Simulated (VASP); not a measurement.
# Co (Pm-3m) in VASP: further runs, part 2 of 2

VASP 6.6.1. The steps go on from the part before.

### 4 Relaxation of cell and atoms, r2SCAN, collinear spin, ferromagnetic start

POSCAR

```
Co
1.0
    2.2474364083      0.0000000000      0.0000000000
    0.0000000000      2.2474364083      0.0000000000
    0.0000000000      0.0000000000      2.2474364083
Co
1
Direct
    0.0000000000      0.0000000000      0.0000000000
```

INCAR.step1

```
SYSTEM = Co
PREC = Accurate
ENCUT = 600
ISMEAR = 0
SIGMA = 0.1
LREAL = .FALSE.
LASPH = .TRUE.
NELM = 150
ISPIN = 2
MAGMOM = 2.28
LMAXMIX = 4
GGA = PE
ALGO = Normal
EDIFF = 1E-4
LWAVE = .TRUE.
LCHARG = .FALSE.
```

INCAR.step2

```
SYSTEM = Co
PREC = Accurate
ENCUT = 600
EDIFF = 1E-6
ISMEAR = 0
SIGMA = 0.1
LREAL = .FALSE.
LASPH = .TRUE.
NELM = 150
ALGO = Normal
ISIF = 3
LWAVE = .FALSE.
LCHARG = .FALSE.
ISPIN = 2
MAGMOM = 2.28
LORBIT = 11
LMAXMIX = 4
METAGGA = R2SCAN
LMIXTAU = .TRUE.
IBRION = 2
NSW = 90
EDIFFG = -0.04
ISTART = 1
```

KPOINTS

```
regular mesh
0
G
  8 8 8
  0 0 0
```

Potentials or basis: VASP PAW PBE potentials, release 64 (Co).

Run with:

```console
cat potpaw_PBE.64/Co/POTCAR > POTCAR
cp INCAR.step1 INCAR
mpirun -np 1 vasp_std > vasp.out
cp INCAR.step2 INCAR
mpirun -np 1 vasp_std > vasp.out
```

OUTCAR:

```text
SYSTEM = Co
   PREC = Accurate
   ENCUT = 600
   EDIFF = 1E-6
   ISMEAR = 0
   LREAL = .FALSE.
   LASPH = .TRUE.
   NELM = 150
   ISIF = 3
   ISPIN = 2
   LORBIT = 11
   METAGGA = R2SCAN
   IBRION = 2
   NSW = 90
   EDIFFG = -0.04
   ISTART = 1

 ion  position               nearest neighbor table
   1  0.000  0.000  0.000-

  LATTYP: Found a simple cubic cell.
 ALAT       =     2.2474364083

  Lattice vectors:

 A1 = (   2.2474364083,   0.0000000000,   0.0000000000)
 A2 = (   0.0000000000,   2.2474364083,   0.0000000000)
 A3 = (   0.0000000000,   0.0000000000,   2.2474364083)

Analysis of symmetry for initial positions (statically):
=====================================================================
 Subroutine PRICEL returns:
 Original cell was already a primitive cell.

 Routine SETGRP: Setting up the symmetry group for a
 simple cubic supercell.

 Subroutine GETGRP returns: Found 48 space group operations
 (whereof 48 operations were pure point group operations)
 out of a pool of 48 trial point group operations.

The static configuration has the point symmetry O_h .

Analysis of symmetry for dynamics (positions and initial velocities):
=====================================================================
 Subroutine PRICEL returns:
 Original cell was already a primitive cell.

 Routine SETGRP: Setting up the symmetry group for a
 simple cubic supercell.

 Subroutine GETGRP returns: Found 48 space group operations
 (whereof 48 operations were pure point group operations)
 out of a pool of 48 trial point group operations.

The dynamic configuration has the point symmetry O_h .

Analysis of structural, dynamic, and magnetic symmetry:
=====================================================================
 Subroutine PRICEL returns:
 Original cell was already a primitive cell.

 Routine SETGRP: Setting up the symmetry group for a
 simple cubic supercell.

 Subroutine GETGRP returns: Found 48 space group operations
 (whereof 48 operations were pure point group operations)
 out of a pool of 48 trial point group operations.

The overall configuration has the point symmetry O_h .
[... 114 lines left out ...]
   IALGO  =     38    algorithm
   IMIX   =      4    mixing-type and parameters
     AMIX     =   0.40;   BMIX     =  1.00
     AMIX_MAG =   1.60;   BMIX_MAG =  1.00
  volume/ion in A,a.u.               =      11.35        76.61
  Fermi-wavevector in a.u.,A,eV,Ry     =   1.515194  2.863302 31.236432  2.295813
  Thomas-Fermi vector in A             =   2.624750
   LORBIT       =     11    0 simple, 1 ext, 2 COOP (PROOUT), +10 PAW based schemes
   METAGGA = R2SCAN    functional components
   LHFCALC =     F    Hartree Fock is set to
   AEXX    =    0.0000 exact exchange contribution
   IVDW    =     0    specifies the selected vdW correction
   LEPSILON=     F    determine dielectric tensor
   LRPA    =     F    only Hartree local field effects (RPA)
 conjugate gradient relaxation of ions
 spin polarized calculation
 Gauss-broadening in eV      SIGMA  =   0.10
  energy-cutoff  :      600.00
  volume of cell :       11.35
 maximum number of plane-waves:       392
 NGX is ok and might be reduce to    18
   NGX =  9   NGY =  9   NGZ =  9

--------------------------------------- Ionic step        1  -------------------------------------------

 number of electron       8.9999987 magnetization       2.0358867

 Free energy of the ion-electron system (eV)
  ---------------------------------------------------
  ext. energy  EPLUGINS =         0.00000000
  ---------------------------------------------------
  free energy    TOTEN  =       -12.42630650 eV

  energy without entropy =      -12.42374577  energy(sigma->0) =      -12.42502614

 E-fermi :  10.1150     XC(G=0): -14.2157

 val. band max:       10.0139181397   @ k =   0.3750   0.1250   0.1250
 cond. band min:      10.1548090442   @ k =   0.3750   0.3750   0.0000
 fundamental gap:      0.1408909044
 Fermi energy:        10.1149758949

 spin component 1

 k-point     1 :       0.0000    0.0000    0.0000
  band No.  band energies     occupation
      1       0.6032      1.00000
      2       4.4515      1.00000
      3       4.4515      1.00000
      4       8.1402      1.00000
      5       8.1402      1.00000
      6       8.1402      1.00000
      7      31.0524      0.00000
      8      31.0524      0.00000
      9      31.0524      0.00000
[... 637 lines left out ...]
--------------------------------------- Ionic step        3  -------------------------------------------

 number of electron       9.0000011 magnetization       2.0392270

 Free energy of the ion-electron system (eV)
  ---------------------------------------------------
  ext. energy  EPLUGINS =         0.00000000
  ---------------------------------------------------
  free energy    TOTEN  =       -12.49534986 eV

  energy without entropy =      -12.49248483  energy(sigma->0) =      -12.49391734

 E-fermi :   8.8157     XC(G=0): -13.5701

 val. band max:        8.7851997945   @ k =   0.3750   0.1250   0.1250
 cond. band min:       8.9083527482   @ k =   0.2500   0.2500   0.1250
 fundamental gap:      0.1231529536
 Fermi energy:         8.8156814553

 spin component 1

 k-point     1 :       0.0000    0.0000    0.0000
  band No.  band energies     occupation
      1      -0.1214      1.00000
      2       3.5520      1.00000
      3       3.5520      1.00000
      4       6.6146      1.00000
      5       6.6146      1.00000
      6       6.6147      1.00000
      7      28.3936      0.00000
      8      28.3936      0.00000
      9      28.3936      0.00000
[... 596 lines left out ...]
  FREE ENERGIE OF THE ION-ELECTRON SYSTEM (eV)
  ---------------------------------------------------
  free  energy   TOTEN  =       -12.4953498572 eV

  energy  without entropy=      -12.4924848308  energy(sigma->0) =      -12.49391734

 reached required accuracy - stopping structural energy minimisation

 total charge

# of ion       s       p       d       tot
------------------------------------------
    1        0.525   0.466   7.221   8.213

 magnetization (x)

# of ion       s       p       d       tot
------------------------------------------
    1        0.021  -0.011   2.068   2.078
```

OUTCAR.step1:

```text
SYSTEM = Co
   PREC = Accurate
   ENCUT = 600
   ISMEAR = 0
   LREAL = .FALSE.
   LASPH = .TRUE.
   NELM = 150
[... 814 lines left out ...]
 -----------------------------------------------------------------------------------
      0.00000      0.00000      0.00000         0.000000      0.000000      0.000000
 -----------------------------------------------------------------------------------
    total drift:                                0.000000      0.000000     -0.000000

  FREE ENERGIE OF THE ION-ELECTRON SYSTEM (eV)
  ---------------------------------------------------
  free  energy   TOTEN  =        -6.2148363036 eV

  energy  without entropy=       -6.2094450471  energy(sigma->0) =       -6.21214068
```

OSZICAR.step1:

```text
N       E                     dE             d eps       ncg     rms          rms(c)
DAV:   1     0.244551992644E+02    0.24455E+02   -0.45928E+03  1260   0.130E+03
DAV:   2    -0.630713276188E+01   -0.30762E+02   -0.29599E+02  1300   0.160E+02
DAV:   3    -0.684288494345E+01   -0.53575E+00   -0.53483E+00  1473   0.291E+01
DAV:   4    -0.685175849859E+01   -0.88736E-02   -0.88724E-02  1505   0.316E+00
DAV:   5    -0.685203011829E+01   -0.27162E-03   -0.27161E-03  1469   0.483E-01    0.977E+00
DAV:   6    -0.633286545722E+01    0.51916E+00   -0.95318E+00  1341   0.510E+01    0.430E+00
DAV:   7    -0.622837935368E+01    0.10449E+00   -0.10364E+00  1334   0.166E+01    0.261E+00
DAV:   8    -0.622002194986E+01    0.83574E-02   -0.11131E-02  1782   0.116E+00    0.135E+00
DAV:   9    -0.621498760083E+01    0.50343E-02   -0.59520E-03  1661   0.828E-01    0.216E-01
DAV:  10    -0.621483178972E+01    0.15581E-03   -0.17044E-04   828   0.121E-01    0.291E-02
DAV:  11    -0.621483630357E+01   -0.45139E-05   -0.35272E-05   647   0.915E-02
   1 F= -.62148363E+01 E0= -.62121407E+01  d E =-.539126E-02  mag=     1.7395
```

Run time: 3.3 min. Hardware: 1 thread of AMD EPYC 7R13, shared host; peak memory 0.11 GiB.

Results:

- Free energy: -12.4953 eV
- Relaxed volume: 12.55 Å³/atom
- Relaxed cell: a = 2.324 Å, b = 2.324 Å, c = 2.324 Å, α = 90.00°, β = 90.00°, γ = 90.00°
- Space group after relaxing (to 0.05 Å): Pm-3m (No. 221)
- Energy gained by relaxing: 69.0 meV/atom
- Ionic steps: 3
- Pressure after relaxing: -0.3 GPa
- Net moment: 2.04 μB per cell
- Site moments: Co +2.08 μB
- Valence electrons inside the program's atomic spheres: Co 8.21

The path:
| step | energy change (eV) | largest force (eV/Å) | pressure (GPa) | volume (Å³) |
| --- | --- | --- | --- | --- |
| 1 | 0.0000 | 0.0000 | 20.56 | 11.35 |
| 2 | -0.0034 | 0.0000 | -13.80 | 13.92 |
| 3 | -0.0690 | 0.0000 | -0.33 | 12.55 |

Final structure:
```
CELL_PARAMETERS angstrom
2.32400 0.00000 0.00000
0.00000 2.32400 0.00000
0.00000 0.00000 2.32400
ATOMIC_POSITIONS crystal
Co 0.00000 0.00000 0.00000
```

Caveat: the PAW data sets were made with another functional, which shifts forces and pressure a little.

### 5 Single point, r2SCAN, collinear spin, ferromagnetic start

This run uses another cell than the first one, of 12.59 Å³/atom, 1.109 times its volume.

POSCAR

```
Co
1.0
    2.3264299943      0.0000000000      0.0000000000
    0.0000000000      2.3264299943      0.0000000000
    0.0000000000      0.0000000000      2.3264299943
Co
1
Direct
    0.0000000000      0.0000000000      0.0000000000
```

INCAR.step1

```
  PREC = Accurate
  ENCUT = 520
  ISMEAR = 0
  SIGMA = 0.1
  LREAL = False
  LASPH = True
  NELM = 150
  ISPIN = 2
  MAGMOM = 2.31
  LMAXMIX = 4
  NBANDS = 14
  GGA = PE
  ALGO = Normal
  EDIFF = 1E-4
  LWAVE = True
  LCHARG = False
```

INCAR.step2

```
  PREC = Accurate
  ENCUT = 520
  EDIFF = 1E-6
  ISMEAR = 0
  SIGMA = 0.1
  LREAL = False
  LASPH = True
  NELM = 150
  ALGO = Normal
  ISIF = 2
  LWAVE = False
  LCHARG = False
  ISPIN = 2
  MAGMOM = 2.31
  LORBIT = 11
  LMAXMIX = 4
  METAGGA = R2SCAN
  LMIXTAU = True
  NBANDS = 14
  ISTART = 1
```

KPOINTS

```
regular mesh
0
Gamma
  24 24 24
```

Run with:

```console
cat potpaw_PBE.64/Co/POTCAR > POTCAR
cp INCAR.step1 INCAR
mpirun -np 1 vasp_std > vasp.out
cp INCAR.step2 INCAR
mpirun -np 1 vasp_std > vasp.out
```

Run time: 18 min. Hardware: 1 thread of AMD EPYC 7R13, shared host; peak memory 0.2 GiB.

The run converged. Its results:

```yaml
Free_energy: -12.4824 eV
Pressure: -0.2 GPa
Net_moment: 2.02 μB per cell
Site_moments: Co +2.06 μB
Valence_electrons_inside_the_program's_atomic_spheres: Co 8.21
```

Levels at points of the mesh, in eV from the Fermi level:
Spin up:
```csv
k point,band 4,band 5,band 6,band 7,band 8,band 9
"(0.00, 0.00, 0.00)",-2.29,-2.29,-2.29,19.45,19.45,19.45
"(0.50, 0.00, 0.00)",-3.39,-2.19,-1.84,3.02,24.12,26.90
"(0.50, 0.50, 0.00)",-3.17,-0.89,4.71,4.71,10.66,11.41
"(0.50, 0.50, 0.50)",-0.83,-0.83,11.68,11.68,11.68,13.41
```
Spin down:
| k point | band 1 | band 2 | band 3 | band 4 | band 5 | band 6 | band 7 |
| --- | --- | --- | --- | --- | --- | --- | --- |
| (0.00, 0.00, 0.00) | -9.17 | -3.75 | -3.75 | 1.46 | 1.46 | 1.46 | 20.52 |
| (0.50, 0.00, 0.00) | -4.30 | -3.17 | -2.10 | 0.11 | 0.11 | 1.57 | 4.51 |
| (0.50, 0.50, 0.00) | -3.96 | -2.75 | 0.39 | 0.39 | 1.27 | 4.85 | 4.85 |
| (0.50, 0.50, 0.50) | -2.56 | -2.56 | -2.56 | 1.34 | 1.34 | 12.32 | 12.32 |

Caveat: the PAW data sets were made with another functional, which shifts forces and pressure a little.

### 6 The runs side by side

| task | cell | k mesh | cutoff (eV) | gap on the mesh (eV) | pressure (GPa) | moment (μB) |
| --- | --- | --- | --- | --- | --- | --- |
| single point | a = 2.247 Å, 1 atom | 8 × 8 × 8 | 520 | none | 20.6 | 2.04 |
| single point | a = 2.323 Å, 1 atom | 8 × 8 × 8 | 520 | none | 0.0 | 2.04 |
| relaxation of cell and atoms | relaxed from a = 2.247 Å, 1 atom | 8 × 8 × 8 | 600 | none | -0.3 | 2.04 |
| single point | a = 2.326 Å, 1 atom | 24 × 24 × 24 | 520 | none | -0.2 | 2.02 |

Alike in all rows: level r2SCAN; potentials or basis VASP PAW PBE potentials, release 64 (Co); spin collinear, ferromagnetic start; smearing gaussian 0.1 eV.

Caveats: the PAW data sets were made with another functional, which shifts forces and pressure a little.

Absolute energies hang on the potentials; compare differences alone.
